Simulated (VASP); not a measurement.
# ZrGa3 (I4/mmm) in VASP: single point with LDA

Aim: the single point of ZrGa3 with LDA.

Everything below comes from runs of VASP 6.6.1. Logs are shortened: lines on timing, memory, paths and dates and some standing lists are left out, and cuts for length are marked.

## (1) The cell of the first run

Symmetry: I4/mmm, No. 139, tetragonal system. The conventional cell has a = 3.971 Å, b = 3.971 Å, c = 8.729 Å, α = 90.00°, β = 90.00°, γ = 90.00°. Within 3.7 Å of Zr (site symmetry 4/mmm) lie 12 Ga at 2.81 to 2.95 Å. Ga (site symmetry 4/mmm) has 4 Zr at 2.81 Å and 8 Ga at 2.95 Å within 3.7 Å. Within 3.7 Å of Ga (site symmetry -4m2) lie 8 Ga at 2.81 to 2.95 Å and 4 Zr at 2.95 Å.

## (2) Single point, LDA

Contents of POSCAR:

```
ZrGa3
1.0
   -1.9855000000      1.9855000000      4.3645000000
    1.9855000000     -1.9855000000      4.3645000000
    1.9855000000      1.9855000000     -4.3645000000
Zr Ga
1 3
Direct
    0.0000000000      0.0000000000      0.0000000000
    0.5000000000      0.5000000000      0.0000000000
    0.7500000000      0.2500000000      0.5000000000
    0.2500000000      0.7500000000      0.5000000000
```

Contents of INCAR.step1:

```
PREC = Accurate
ENCUT = 520
EDIFF = 1E-6
ISMEAR = -1
SIGMA = 0.03
LREAL = False
LASPH = True
NELM = 60
ALGO = Normal
ISIF = 2
LWAVE = False
LCHARG = True
LMAXMIX = 4
GGA = CA
NBANDS = 34
```

Contents of KPOINTS.step1:

```
regular mesh
0
Gamma
  12 12 12
```

Contents of INCAR.step2:

```
PREC = Accurate
ENCUT = 520
EDIFF = 1E-6
ISMEAR = -5
SIGMA = 0.03
LREAL = False
LASPH = True
NELM = 60
ALGO = Normal
ISIF = 2
LWAVE = False
LCHARG = False
LMAXMIX = 4
GGA = CA
LORBIT = 10
NEDOS = 1001
ICHARG = 11
```

Contents of KPOINTS.step2:

```
regular mesh
0
Gamma
  18 18 18
```

Potentials or basis: VASP PAW LDA potentials, release 64 (Zr_sv, Ga_d).

The run is started by

```console
> cat potpaw_LDA.64/Zr_sv/POTCAR potpaw_LDA.64/Ga_d/POTCAR > POTCAR
> cp INCAR.step1 INCAR
> cp KPOINTS.step1 KPOINTS
> mpirun -np 1 vasp_std > vasp.out
> cp INCAR.step2 INCAR
> cp KPOINTS.step2 KPOINTS
> mpirun -np 1 vasp_std > vasp.out
```

OUTCAR:

```text
PREC = Accurate
   ENCUT = 520
   EDIFF = 1E-6
   ISMEAR = -5
   LREAL = False
   LASPH = True
   NELM = 60
   ISIF = 2
   GGA = CA
   LORBIT = 10
   ICHARG = 11

 ion  position               nearest neighbor table
   1  0.000  0.000  0.000-   2 2.81   2 2.81   2 2.81   2 2.81   4 2.95   3 2.95   4 2.95   4 2.95
                             3 2.95   3 2.95   4 2.95   3 2.95
   2  0.500  0.500  0.000-   1 2.81   1 2.81   1 2.81   1 2.81
   3  0.750  0.250  0.500-   4 2.81   4 2.81   4 2.81   4 2.81   1 2.95   1 2.95   1 2.95   1 2.95

   4  0.250  0.750  0.500-   3 2.81   3 2.81   3 2.81   3 2.81   1 2.95   1 2.95   1 2.95   1 2.95

  LATTYP: Found a body centered tetragonal cell.
 ALAT       =     3.9710000000
 C/A-ratio  =     2.1981868547

  Lattice vectors:

 A1 = (  -1.9855000000,   1.9855000000,   4.3645000000)
 A2 = (   1.9855000000,  -1.9855000000,   4.3645000000)
 A3 = (   1.9855000000,   1.9855000000,  -4.3645000000)

Analysis of symmetry for initial positions (statically):
=====================================================================
 Subroutine PRICEL returns:
 Original cell was already a primitive cell.

 Routine SETGRP: Setting up the symmetry group for a
 body centered tetragonal supercell.

 Subroutine GETGRP returns: Found 16 space group operations
 (whereof 16 operations were pure point group operations)
 out of a pool of 16 trial point group operations.

The static configuration has the point symmetry D_4h.

Analysis of symmetry for dynamics (positions and initial velocities):
=====================================================================
 Subroutine PRICEL returns:
 Original cell was already a primitive cell.

 Routine SETGRP: Setting up the symmetry group for a
 body centered tetragonal supercell.

 Subroutine GETGRP returns: Found 16 space group operations
 (whereof 16 operations were pure point group operations)
 out of a pool of 16 trial point group operations.

The dynamic configuration has the point symmetry D_4h.

 Subroutine INISYM returns: Found 16 space group operations
 (whereof 16 operations are pure point group operations),
 and found     1 'primitive' translations

----------------------------------------------------------------------------------------

                                     Primitive cell

  volume of cell :      68.8231

  direct lattice vectors                    reciprocal lattice vectors
    -1.985500000  1.985500000  4.364500000     0.000000000  0.251825737  0.114560660
     1.985500000 -1.985500000  4.364500000     0.251825737  0.000000000  0.114560660
     1.985500000  1.985500000 -4.364500000     0.251825737  0.251825737  0.000000000

  length of vectors
     5.189728389  5.189728389  5.189728389     0.276659260  0.276659260  0.356135372

  position of ions in fractional coordinates (direct lattice)
     0.000000000  0.000000000  0.000000000
     0.500000000  0.500000000  0.000000000
     0.750000000  0.250000000  0.500000000
     0.250000000  0.750000000  0.500000000

  ion indices of the primitive-cell ions
   primitive index   ion index
                 1           1
                 2           2
                 3           3
                 4           4

----------------------------------------------------------------------------------------

 KPOINTS: regular mesh

Automatic generation of k-mesh.
 Grid dimensions read from file:
 generate k-points for:   18   18   18

 Generating k-lattice:

  Cartesian coordinates                     Fractional coordinates (reciprocal lattice)
     0.000000000  0.013990319  0.006364481     0.055555556 -0.000000000  0.000000000
     0.013990319  0.000000000  0.006364481    -0.000000000  0.055555556  0.000000000
     0.013990319  0.013990319  0.000000000     0.000000000  0.000000000  0.055555556

  Length of vectors
     0.015369959  0.015369959  0.019785298

  Shift w.r.t. Gamma in fractional coordinates (k-lattice)
     0.000000000  0.000000000  0.000000000

 TETIRR: Found   7414 inequivalent tetrahedra from    34992

 Subroutine IBZKPT returns following result:
 ===========================================

 Found    480 irreducible k-points:

 Following reciprocal coordinates:
            Coordinates               Weight
  0.000000  0.000000  0.000000      1.000000
  0.055556  0.000000 -0.000000      8.000000
  0.111111  0.000000 -0.000000      8.000000
  0.166667  0.000000 -0.000000      8.000000
  0.222222  0.000000 -0.000000      8.000000
  0.277778  0.000000  0.000000      8.000000
[... 16 lines left out ...]
 -0.277778  0.055556  0.000000     16.000000
 -0.222222  0.055556  0.000000     16.000000
 [... further k-points ...]
   k-points           NKPTS =    480   k-points in BZ     NKDIM =    480   number of bands    NBANDS=     30
   number of dos      NEDOS =   1001   number of ions     NIONS =      4
   total plane-waves  NPLWV =  64000
   dimension x,y,z NGX =    40 NGY =   40 NGZ =   40
   dimension x,y,z NGXF=    80 NGYF=   80 NGZF=   80
   ions per type =               1   3
   NGX,Y,Z   is equivalent  to a cutoff of  12.81, 12.81, 12.81 a.u.
   NGXF,Y,Z  is equivalent  to a cutoff of  25.63, 25.63, 25.63 a.u.
 SYSTEM =  unknown system
   PREC   = accura    normal or accurate (medium, high low for compatibility)
   ISTART =      0    job   : 0-new  1-cont  2-samecut
   ICHARG =     11    charge: 1-file 2-atom 10-const
   ISPIN  =      1    spin polarized calculation?
   LNONCOLLINEAR =      F non collinear calculations
   LSORBIT =      F    spin-orbit coupling
   LASPH  =      T    aspherical Exc in radial PAW
   ENCUT  =  520.0 eV  38.22 Ry    6.18 a.u.   9.65  9.65  9.65*2*pi/ulx,y,z
   NELM   =     60;   NELMIN=  2; NELMDL=  0     # of ELM steps
   EDIFF  = 0.1E-05   stopping-criterion for ELM
   LREAL  =      F    real-space projection
[... 7 lines left out ...]
   TEBEG  =    0.0;   TEEND  =   0.0 temperature during run
   PSTRESS=    0.0 pullay stress
   NELECT =      51.0000    total number of electrons
   NUPDOWN=      -1.0000    fix difference up-down
   EMIN   =  10.00;   EMAX   =-10.00  energy-range for DOS
   EFERMI =   0.00;   METHOD = LEGACY
   ISMEAR =    -5;   SIGMA  =   0.03  broadening in eV -4-tet -1-fermi 0-gaus
   EFERMI_NEDOS =   21; number of points for ismear=-14 and -15
   IALGO  =     38    algorithm
   IMIX   =      4    mixing-type and parameters
     AMIX     =   0.40;   BMIX     =  1.00
     AMIX_MAG =   1.60;   BMIX_MAG =  1.00
  volume/ion in A,a.u.               =      17.21       116.11
  Fermi-wavevector in a.u.,A,eV,Ry     =   1.481449  2.799533 29.860599  2.194692
  Thomas-Fermi vector in A             =   2.595358
   LORBIT       =     10    0 simple, 1 ext, 2 COOP (PROOUT), +10 PAW based schemes
   GGA     = CA    functional components
   LHFCALC =     F    Hartree Fock is set to
   AEXX    =    0.0000 exact exchange contribution
   IVDW    =     0    specifies the selected vdW correction
   LEPSILON=     F    determine dielectric tensor
   LRPA    =     F    only Hartree local field effects (RPA)
 non-spin polarized calculation
 Fermi weights with tetrahedron method with Bloechl corrections
  energy-cutoff  :      520.00
  volume of cell :       68.82
 maximum number of plane-waves:      1884

 number of electron      50.9999987 magnetization

 Free energy of the ion-electron system (eV)
  ---------------------------------------------------
  ext. energy  EPLUGINS =         0.00000000
  ---------------------------------------------------
  free energy    TOTEN  =       -22.15068865 eV

  energy without entropy =      -22.15068865  energy(sigma->0) =      -22.15068865

 E-fermi :   7.5194     XC(G=0): -12.0863

 val. band max:        7.6173058152   @ k =  -0.4444  -0.4444   0.2778
 cond. band min:       7.4725830151   @ k =  -0.0556  -0.1111   0.0556
 fundamental gap:     -0.1447228001
 Fermi energy:         7.5193944667

 k-point     1 :       0.0000    0.0000    0.0000
  band No.  band energies     occupation
      1     -40.7847      2.00000
      2     -19.0342      2.00000
      3     -19.0342      2.00000
      4     -18.9756      2.00000
      5      -7.3570      2.00000
      6      -7.2714      2.00000
[... 22 lines left out ...]
     29       9.5345      0.00000
     30      11.6294      0.00000

 k-point     2 :       0.0556    0.0000   -0.0000
  band No.  band energies     occupation
      1     -40.7846      2.00000
      2     -19.0369      2.00000
      3     -19.0341      2.00000
      4     -18.9756      2.00000
      5      -7.3533      2.00000
      6      -7.2702      2.00000
[... 22 lines left out ...]
     29      10.0358      0.00000
     30      11.3768      0.00000

 k-point     3 :       0.1111    0.0000   -0.0000
  band No.  band energies     occupation
      1     -40.7843      2.00000
      2     -19.0447      2.00000
      3     -19.0339      2.00000
      4     -18.9755      2.00000
      5      -7.3423      2.00000
      6      -7.2672      2.00000
[... 22 lines left out ...]
     29      10.6927      0.00000
     30      10.9637      0.00000

 k-point     4 :       0.1667    0.0000   -0.0000
  band No.  band energies     occupation
      1     -40.7838      2.00000
      2     -19.0567      2.00000
      3     -19.0336      2.00000
      4     -18.9753      2.00000
      5      -7.3243      2.00000
      6      -7.2642      2.00000
[... 616 lines left out ...]
     29      11.0900      0.00000
     30      11.3071      0.00000

 k-point    23 :      -0.2778    0.0556    0.0000
  band No.  band energies     occupation
      1     -40.7824      2.00000
      2     -19.0865      2.00000
      3     -19.0352      2.00000
      4     -18.9740      2.00000
      5      -7.2743      2.00000
      6      -7.2527      2.00000
[... 22 lines left out ...]
     29      10.9115      0.00000
     30      11.6041      0.00000

 k-point    24 :      -0.2222    0.0556    0.0000
  band No.  band energies     occupation
      1     -40.7831      2.00000
      2     -19.0711      2.00000
      3     -19.0357      2.00000
      4     -18.9743      2.00000
      5      -7.3010      2.00000
      6      -7.2550      2.00000
[... 22 lines left out ...]
     29      10.5849      0.00000
     30      11.6255      0.00000

 [... further k-points ...]

------------------------ aborting loop because EDIFF is reached ----------------------------------------

  FORCE on cell =-STRESS in cart. coord.  units (eV):
  Direction    XX          YY          ZZ          XY          YZ          ZX
  --------------------------------------------------------------------------------------
  -------------------------------------------------------------------------------------
  Total       -3.5290011     -3.5290011      0.5411656      0.0000000      0.0000000      0.0000000
  in kB      -82.1538838    -82.1538838     12.5981415      0.0000000      0.0000000      0.0000000
  external PRESSURE =     -50.5698753 kB  Pullay stress =       0.0000000 kB

 VOLUME and BASIS-vectors are now :
 -----------------------------------------------------------------------------
  energy-cutoff  :      520.00
  volume of cell :       68.82
      direct lattice vectors                 reciprocal lattice vectors
    -1.985500000  1.985500000  4.364500000     0.000000000  0.251825737  0.114560660
     1.985500000 -1.985500000  4.364500000     0.251825737  0.000000000  0.114560660
     1.985500000  1.985500000 -4.364500000     0.251825737  0.251825737  0.000000000

 POSITION                                       TOTAL-FORCE (eV/Angst)
 -----------------------------------------------------------------------------------
      0.00000      0.00000      0.00000        -0.000000      0.000000     -0.000000
      0.00000      0.00000      4.36450        -0.000000      0.000000     -0.000000
      0.00000      1.98550      2.18225        -0.000000     -0.000000      0.000000
      1.98550      0.00000      2.18225         0.000000     -0.000000      0.000000
 -----------------------------------------------------------------------------------
    total drift:                               -0.000000     -0.000000      0.000000

  FREE ENERGIE OF THE ION-ELECTRON SYSTEM (eV)
  ---------------------------------------------------
  free  energy   TOTEN  =       -22.1506886532 eV

  energy  without entropy=      -22.1506886532  energy(sigma->0) =      -22.15068865

 total charge

# of ion       s       p       d       tot
------------------------------------------
    1        2.151   5.970   1.758   9.879
    2        1.005   0.727   9.978  11.710
    3        0.919   0.780   9.967  11.666
    4        0.919   0.780   9.967  11.666
--------------------------------------------------
tot          4.993   8.258  31.669  44.920
```

Run time: 22 min. Hardware: 1 thread of Intel Xeon 8259CL, shared host; peak memory 0.88 GiB.

What came out:

* Valence electrons inside the program's atomic spheres: Zr 9.88; Ga 11.71, 11.67 (each value once)
